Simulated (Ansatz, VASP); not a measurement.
**Two plane-wave programs on ZrZn**

```xyz
2
Lattice="3.2608 0.0000 0.0000 0.0000 3.2608 0.0000 0.0000 0.0000 3.2608" Properties=species:S:1:pos:R:3 pbc="T T T"
Zr    1.6304    1.6304    1.6304
Zn    0.0000    0.0000    0.0000
```

Alike in both runs: functional LDA; k mesh 12 × 12 × 12; occupations fermi-dirac, width 0.15 eV; no spin polarisation.

Ansatz relaxed the structure, and its values are those at the end. VASP's run is a single point on that final structure, the one shown.

```csv
,VASP,Ansatz
version,VASP 6.6.1,Ansatz 0.2.0
potentials or method,"VASP PAW LDA potentials, release 64 (Zr_sv, Zn), cutoff 520 eV","scalar-relativistic, plane waves, PAW"
valence electrons in the cell,24,24
```

|  | VASP | Ansatz | Ansatz less VASP |
| --- | --- | --- | --- |
| gap on the k mesh at the Fermi level (eV) | none | none | - |
| pressure (GPa) | 0.4 | 0.0 | -0.42 |

LDA's correlation is that of Perdew and Zunger in VASP and of Perdew and Wang (1992) in Ansatz. A gap of «none» marks a metal or a gap that the smearing closes.
